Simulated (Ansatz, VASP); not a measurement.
**Two plane-wave programs on AlP**

Contents of INCAR:

```
PREC = Accurate ; ENCUT = 500
EDIFF = 1E-6 ; ISMEAR = 0
SIGMA = 0.02 ; LREAL = False
LASPH = True ; NELM = 120
ALGO = Normal ; ISIF = 2
LWAVE = False ; LCHARG = False
GGA = PS ; NBANDS = 11
GGA_COMPAT = False
```

File KPOINTS:

```
Automatic mesh
0
Gamma
  8 8 8
```

Contents of POSCAR:

```
AlP
1.0
    0.0000000000      2.7649107300      2.7649107300
    2.7649107300      0.0000000000      2.7649107300
    2.7649107300      2.7649107300      0.0000000000
Al P
1 1
Direct
    0.0000000000      0.0000000000      0.0000000000
    0.7500000000      0.7500000000      0.7500000000
```

Input for Ansatz:

```yaml
crystal:
  lattice:
    - [0.0, 2.76491073, 2.76491073]
    - [2.76491073, 0.0, 2.76491073]
    - [2.76491073, 2.76491073, 0.0]
  atoms:
    - { symbol: Al, position: [0.0, 0.0, 0.0] }
    - { symbol: P, position: [0.75, 0.75, 0.75] }
basis:
  ecutwfc: 420
kpoints:
  mp_grid: { grid: [8, 8, 8] }
hamiltonian:
  xc: pbesol
scf:
  occupations: { method: gaussian, width: 0.02 }
output:
  forces: true
  stress: true
  eigenvalues: true
```

Alike in both runs: task single point; functional PBEsol; k mesh 8 × 8 × 8; occupations gaussian, width 0.02 eV; no spin polarisation.

|  | VASP | Ansatz |
| --- | --- | --- |
| version | VASP 6.6.1 | Ansatz 0.2.0 |
| potentials or method | VASP PAW PBE potentials, release 64 (Al, P), cutoff 500 eV | scalar-relativistic, plane waves, PAW |
| valence electrons in the cell | 8 | 8 |

```tsv
	VASP	Ansatz	Ansatz less VASP
gap on the k mesh at the Fermi level (eV)	1.51	1.51	+0.003
least direct gap on the mesh (eV)	2.89	2.88	-0.006
pressure (GPa)	-2.6	-2.6	-0.03
```

VASP's potentials were made for PBE, not for PBEsol. The functional is the same, so the differences come from potentials, cutoffs and numerics.
